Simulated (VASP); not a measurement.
# Au (Fm-3m) in VASP: further runs

Runs on Au. Level: LDA. Tasks: single point.

Everything below comes from runs of VASP 6.6.1. Logs are shortened: lines on timing, memory, paths and dates and some standing lists are left out, and cuts for length are marked.

## (1) The cell of the first run

Symmetry: Fm-3m, No. 225, cubic system. Conventional cell: a = 4.046 Å, b = 4.046 Å, c = 4.046 Å, α = 90.00°, β = 90.00°, γ = 90.00°. Within 3.8 Å of Au (site symmetry m-3m) lie 12 Au at 2.86 Å.

## (2) Single point, LDA

INCAR

```
SYSTEM = Au
  ALGO = Normal
  EDIFF = 1E-7
  ENCUT = 520
  ISIF = 2
  ISMEAR = 1
  LASPH = .True.
  LCHARG = .False.
  LREAL = .False.
  LWAVE = .False.
  NBANDS = 12
  NELM = 60
  PREC = Accurate
  SIGMA = 0.6
```

KPOINTS

```
k-points
0
Gamma
  13 13 13
  0 0 0
```

POSCAR

```
Au
1.0
    0.0000000000      2.0229622709      2.0229622709
    2.0229622709      0.0000000000      2.0229622709
    2.0229622709      2.0229622709      0.0000000000
Au
1
Direct
    0.0000000000      0.0000000000      0.0000000000
```

Potentials or basis: VASP PAW LDA potentials, release 64 (Au).

On the command line:

```console
$ cat potpaw_LDA.64/Au/POTCAR > POTCAR
$ mpirun -np 1 vasp_std > vasp.out
```

OUTCAR:

```text
SYSTEM = Au
   EDIFF = 1E-7
   ENCUT = 520
   ISIF = 2
   ISMEAR = 1
   LASPH = .True.
   LREAL = .False.
   NELM = 60
   PREC = Accurate

 ion  position               nearest neighbor table
   1  0.000  0.000  0.000-

  LATTYP: Found a face centered cubic cell.
 ALAT       =     4.0459245418

  Lattice vectors:

 A1 = (   0.0000000000,   2.0229622709,   2.0229622709)
 A2 = (   2.0229622709,   0.0000000000,   2.0229622709)
 A3 = (   2.0229622709,   2.0229622709,   0.0000000000)

Analysis of symmetry for initial positions (statically):
=====================================================================
 Subroutine PRICEL returns:
 Original cell was already a primitive cell.

 Routine SETGRP: Setting up the symmetry group for a
 face centered cubic supercell.

 Subroutine GETGRP returns: Found 48 space group operations
 (whereof 48 operations were pure point group operations)
 out of a pool of 48 trial point group operations.

The static configuration has the point symmetry O_h .

Analysis of symmetry for dynamics (positions and initial velocities):
=====================================================================
 Subroutine PRICEL returns:
 Original cell was already a primitive cell.

 Routine SETGRP: Setting up the symmetry group for a
 face centered cubic supercell.

 Subroutine GETGRP returns: Found 48 space group operations
 (whereof 48 operations were pure point group operations)
 out of a pool of 48 trial point group operations.

The dynamic configuration has the point symmetry O_h .

 Subroutine INISYM returns: Found 48 space group operations
 (whereof 48 operations are pure point group operations),
 and found     1 'primitive' translations

----------------------------------------------------------------------------------------

                                     Primitive cell

  volume of cell :      16.5574

  direct lattice vectors                    reciprocal lattice vectors
     0.000000000  2.022962271  2.022962271    -0.247162296  0.247162296  0.247162296
     2.022962271  0.000000000  2.022962271     0.247162296 -0.247162296  0.247162296
     2.022962271  2.022962271  0.000000000     0.247162296  0.247162296 -0.247162296

  length of vectors
     2.860900680  2.860900680  2.860900680     0.428097655  0.428097655  0.428097655

  position of ions in fractional coordinates (direct lattice)
     0.000000000  0.000000000  0.000000000

  ion indices of the primitive-cell ions
   primitive index   ion index
                 1           1

----------------------------------------------------------------------------------------

 KPOINTS: k-points

Automatic generation of k-mesh.
 Grid dimensions read from file:
 generate k-points for:   13   13   13

 Generating k-lattice:

  Cartesian coordinates                     Fractional coordinates (reciprocal lattice)
    -0.019012484  0.019012484  0.019012484     0.076923077  0.000000000  0.000000000
     0.019012484 -0.019012484  0.019012484     0.000000000  0.076923077  0.000000000
     0.019012484  0.019012484 -0.019012484     0.000000000  0.000000000  0.076923077

  Length of vectors
     0.032930589  0.032930589  0.032930589

  Shift w.r.t. Gamma in fractional coordinates (k-lattice)
     0.000000000  0.000000000  0.000000000

 Subroutine IBZKPT returns following result:
 ===========================================

 Found     84 irreducible k-points:

 Following reciprocal coordinates:
            Coordinates               Weight
  0.000000  0.000000  0.000000      1.000000
  0.076923  0.000000  0.000000      8.000000
  0.153846  0.000000  0.000000      8.000000
  0.230769  0.000000  0.000000      8.000000
  0.307692  0.000000  0.000000      8.000000
  0.384615  0.000000  0.000000      8.000000
[... 16 lines left out ...]
  0.384615  0.153846  0.000000     24.000000
  0.461538  0.153846  0.000000     24.000000
 [... further k-points ...]
   k-points           NKPTS =     84   k-points in BZ     NKDIM =     84   number of bands    NBANDS=     12
   number of dos      NEDOS =    301   number of ions     NIONS =      1
   total plane-waves  NPLWV =  13824
   dimension x,y,z NGX =    24 NGY =   24 NGZ =   24
   dimension x,y,z NGXF=    48 NGYF=   48 NGZF=   48
   ions per type =               1
   NGX,Y,Z   is equivalent  to a cutoff of  13.95, 13.95, 13.95 a.u.
   NGXF,Y,Z  is equivalent  to a cutoff of  27.89, 27.89, 27.89 a.u.
 SYSTEM =  Au
   PREC   = accura    normal or accurate (medium, high low for compatibility)
   ISTART =      0    job   : 0-new  1-cont  2-samecut
   ICHARG =      2    charge: 1-file 2-atom 10-const
   ISPIN  =      1    spin polarized calculation?
   LNONCOLLINEAR =      F non collinear calculations
   LSORBIT =      F    spin-orbit coupling
   LASPH  =      T    aspherical Exc in radial PAW
   ENCUT  =  520.0 eV  38.22 Ry    6.18 a.u.   5.32  5.32  5.32*2*pi/ulx,y,z
   NELM   =     60;   NELMIN=  2; NELMDL= -5     # of ELM steps
   EDIFF  = 0.1E-06   stopping-criterion for ELM
   LREAL  =      F    real-space projection
   EDIFFG = 0.1E-05   stopping-criterion for IOM
   NSW    =      0    number of steps for IOM
   IBRION =     -1    ionic relax: 0-MD 1-quasi-New 2-CG
   NFREE  =      0    steps in history (QN), initial steepest desc. (CG)
   ISIF   =      2    stress and relaxation
   ISYM   =      2    0-nonsym 1-usesym 2-fastsym
   POTIM  = 0.5000    time-step for ionic-motion
   TEBEG  =    0.0;   TEEND  =   0.0 temperature during run
   PSTRESS=    0.0 pullay stress
   NELECT =      11.0000    total number of electrons
   NUPDOWN=      -1.0000    fix difference up-down
   EMIN   =  10.00;   EMAX   =-10.00  energy-range for DOS
   EFERMI =   0.00;   METHOD = LEGACY
   ISMEAR =     1;   SIGMA  =   0.60  broadening in eV -4-tet -1-fermi 0-gaus
   EFERMI_NEDOS =   21; number of points for ismear=-14 and -15
   IALGO  =     38    algorithm
   IMIX   =      4    mixing-type and parameters
     AMIX     =   0.40;   BMIX     =  1.00
     AMIX_MAG =   1.60;   BMIX_MAG =  1.00
  volume/ion in A,a.u.               =      16.56       111.74
  Fermi-wavevector in a.u.,A,eV,Ry     =   1.428481  2.699439 27.763495  2.040559
  Thomas-Fermi vector in A             =   2.548539
   LORBIT       =      0    0 simple, 1 ext, 2 COOP (PROOUT), +10 PAW based schemes
   GGA     = CA    functional components
   LHFCALC =     F    Hartree Fock is set to
   AEXX    =    0.0000 exact exchange contribution
   IVDW    =     0    specifies the selected vdW correction
   LEPSILON=     F    determine dielectric tensor
   LRPA    =     F    only Hartree local field effects (RPA)
 non-spin polarized calculation
 Methfessel and Paxton  Order N= 1 SIGMA  =   0.60
  energy-cutoff  :      520.00
  volume of cell :       16.56
 maximum number of plane-waves:       459
 NGX is ok and might be reduce to    24
   NGX = 11   NGY = 11   NGZ = 11

 number of electron      10.9999999 magnetization

 Free energy of the ion-electron system (eV)
  ---------------------------------------------------
  ext. energy  EPLUGINS =         0.00000000
  ---------------------------------------------------
  free energy    TOTEN  =        -4.44709082 eV

  energy without entropy =       -4.45187985  energy(sigma->0) =       -4.44868716

 E-fermi :   9.8205     XC(G=0): -13.1508

 val. band max:        9.8091804789   @ k =   0.4615   0.3846   0.0000
 cond. band min:       9.8387948275   @ k =   0.4615   0.3077   0.0000
 fundamental gap:      0.0296143485
 Fermi energy:         9.8205494592

 k-point     1 :       0.0000    0.0000    0.0000
  band No.  band energies     occupation
      1      -0.4428      2.00000
      2       4.9101      2.00000
      3       4.9101      2.00000
      4       4.9101      2.00000
      5       6.5281      2.00000
      6       6.5281      2.00000
      7      24.2234      0.00000
      8      28.3437      0.00000
      9      28.3437      0.00000
     10      28.3437      0.00000
     11      33.4671      0.00000
     12      38.3731      0.00000

 k-point     2 :       0.0769    0.0000    0.0000
  band No.  band energies     occupation
      1      -0.2314      2.00000
      2       4.8396      2.00000
      3       4.9836      2.00000
      4       4.9836      2.00000
      5       6.4950      2.00000
      6       6.4950      2.00000
      7      24.4811      0.00000
      8      27.1252      0.00000
      9      28.6084      0.00000
     10      28.6084      0.00000
     11      34.3559      0.00000
     12      36.4280      0.00000

 k-point     3 :       0.1538    0.0000    0.0000
  band No.  band energies     occupation
      1       0.3664      2.00000
      2       4.6934      2.00000
      3       5.1447      2.00000
      4       5.1447      2.00000
      5       6.4621      2.00000
      6       6.4621      2.00000
      7      24.4849      0.00000
      8      25.3651      0.00000
      9      29.3154      0.00000
     10      29.3154      0.00000
     11      32.7212      0.00000
     12      35.0454      0.00000
[... 286 lines left out ...]
 k-point    23 :       0.3846    0.1538    0.0000
  band No.  band energies     occupation
      1       2.5926      2.00000
      2       4.5069      2.00000
      3       4.8692      2.00000
      4       5.5933      2.00000
      5       7.6169      2.00000
      6       7.9083      2.00006
      7      18.0913     -0.00000
      8      24.9547      0.00000
      9      25.3993      0.00000
     10      27.1385      0.00000
     11      33.5492      0.00000
     12      34.6246      0.00000

 k-point    24 :       0.4615    0.1538    0.0000
  band No.  band energies     occupation
      1       2.7035      2.00000
      2       4.5768      2.00000
      3       5.4030      2.00000
      4       5.4512      2.00000
      5       7.8365      2.00003
      6       9.4456      1.86173
      7      15.1231     -0.00000
      8      24.0781      0.00000
      9      25.2581      0.00000
     10      26.1498      0.00000
     11      34.9389      0.00000
     12      36.0045      0.00000

 [... further k-points ...]
[... 5 lines left out ...]
  --------------------------------------------------------------------------------------
  -------------------------------------------------------------------------------------
  Total        0.0589618      0.0589618      0.0589618      0.0000000     -0.0000000      0.0000000
  in kB        5.7054279      5.7054279      5.7054279      0.0000000     -0.0000000      0.0000000
  external PRESSURE =       5.7054279 kB  Pullay stress =       0.0000000 kB

 VOLUME and BASIS-vectors are now :
 -----------------------------------------------------------------------------
  energy-cutoff  :      520.00
  volume of cell :       16.56
      direct lattice vectors                 reciprocal lattice vectors
     0.000000000  2.022962271  2.022962271    -0.247162296  0.247162296  0.247162296
     2.022962271  0.000000000  2.022962271     0.247162296 -0.247162296  0.247162296
     2.022962271  2.022962271  0.000000000     0.247162296  0.247162296 -0.247162296

 POSITION                                       TOTAL-FORCE (eV/Angst)
 -----------------------------------------------------------------------------------
      0.00000      0.00000      0.00000         0.000000      0.000000      0.000000
 -----------------------------------------------------------------------------------
    total drift:                               -0.000000      0.000000      0.000000

  FREE ENERGIE OF THE ION-ELECTRON SYSTEM (eV)
  ---------------------------------------------------
  free  energy   TOTEN  =        -4.4470908210 eV

  energy  without entropy=       -4.4518798464  energy(sigma->0) =       -4.44868716
```

It took 15 s on 1 thread of Intel Xeon 8259CL, shared host; peak memory 0.14 GiB.

Results:

```
Free energy : -4.4471 eV
Pressure    : 0.6 GPa
```

Caveat: spin-orbit coupling is left out, which moves the levels of the heavy elements.

## (3) Single point, LDA

INCAR

```
  PREC = Accurate
  ENCUT = 520
  EDIFF = 1E-6
  ISMEAR = 1
  SIGMA = 1.0
  LREAL = F
  LASPH = T
  NELM = 100
  ALGO = Normal
  ISIF = 2
  LWAVE = F
  LCHARG = F
  NBANDS = 12
```

KPOINTS

```
Automatic mesh
0
Gamma
  13 13 13
```

POSCAR is that of step 2.

Potentials or basis: VASP PAW LDA potentials, release 64 (Au).

On the command line:

```console
$ cat potpaw_LDA.64/Au/POTCAR > POTCAR
$ mpirun -np 1 vasp_std > vasp.out
```

Wall time 17 s (1 thread of Intel Xeon 8259CL, shared host); peak memory 0.14 GiB.

Results (log left out):

```yaml
Free_energy: -4.4426 eV
Pressure: 0.6 GPa
```

Levels at points of the mesh, in eV from the Fermi level:
```tsv
k point	band 3	band 4	band 5	band 6	band 7	band 8	band 9	band 10
(0.00, 0.00, 0.00)	-4.85	-4.85	-3.23	-3.23	14.46	18.58	18.58	18.58
```

Caveat: spin-orbit coupling is left out, which moves the levels of the heavy elements.
